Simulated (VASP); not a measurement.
The system is Te.

```
CELL_PARAMETERS angstrom
3.44206 0.00000 0.00000
-1.72103 2.98092 0.00000
0.00000 0.00000 11.24178
ATOMIC_POSITIONS crystal
Te 0.00000 0.00000 0.00000
Te 0.00000 0.00000 0.50000
Te 0.33333 0.66667 0.25000
Te 0.66667 0.33333 0.75000
```

This isn't the form of Te at room conditions, which is trigonal, of chains.

```yaml
Program: VASP 6.6.1
Task: relaxation of cell and atoms
Functional: r2SCAN
Potentials_or_basis: VASP PAW PBE potentials, release 64 (Te)
Cutoff: 600 eV
k_mesh: 11 × 11 × 3
Occupations: fermi-dirac, width 0.1 eV
Spin: no spin polarisation
```

At the start: pressure -0.9 GPa; volume 28.84 Å³/atom.

Where does the relaxation end?

Over 17 steps the energy falls by 337.1 meV/atom and the volume is 31.96 Å³/atom (+10.8 %); space group P6_3/mmc (No. 194, to 0.1 Å) before and after.

The path:
| step | energy change (eV) | largest force (eV/Å) | pressure (GPa) | volume (Å³) |
| --- | --- | --- | --- | --- |
| 1 | 0.0000 | 0.0000 | -0.88 | 115.35 |
| 2 | -0.0349 | 0.0000 | 0.27 | 112.71 |
| 3 | -0.0528 | 0.0000 | 1.67 | 110.14 |
| 4 | -0.0706 | 0.0000 | 1.82 | 110.01 |
| 5 | -0.1487 | 0.0000 | 2.43 | 109.55 |
| 6 | -0.3962 | 0.0000 | 4.07 | 108.37 |
| 7 | -0.6413 | 0.0000 | 10.55 | 104.88 |
| 8 | -0.6476 | 0.0000 | 10.63 | 104.93 |
| 9 | -0.6640 | 0.0000 | 10.86 | 105.06 |
| 10 | -0.6851 | 0.0000 | 11.33 | 105.29 |
| 11 | -0.6754 | 0.0000 | 12.44 | 105.65 |
| 12 | -0.6873 | 0.0000 | 11.99 | 105.53 |
| 13 | -0.7191 | 0.0000 | 11.62 | 106.00 |
| 14 | -0.8087 | 0.0000 | 10.53 | 107.40 |
| 15 | -0.9631 | 0.0000 | 8.52 | 110.23 |
| 16 | -1.1850 | 0.0000 | 5.07 | 115.98 |
| 17 | -1.3483 | 0.0000 | 0.00 | 127.83 |

Final structure:
```yaml
crystal:
  lattice:
    - [4.20667, 0.00000, 0.00000]
    - [-2.10333, 3.64308, 0.00000]
    - [0.00000, 0.00000, 8.34104]
  atoms:
    - { symbol: Te, position: [0.00000, 0.00000, 0.00000] }
    - { symbol: Te, position: [0.00000, 0.00000, 0.50000] }
    - { symbol: Te, position: [0.33333, 0.66667, 0.25000] }
    - { symbol: Te, position: [0.66667, 0.33333, 0.75000] }
```

Caveat: a cell axis changed by over 15 % at a fixed basis, so the end point is rough; the PAW data sets were made with another functional, which shifts forces and pressure a little.
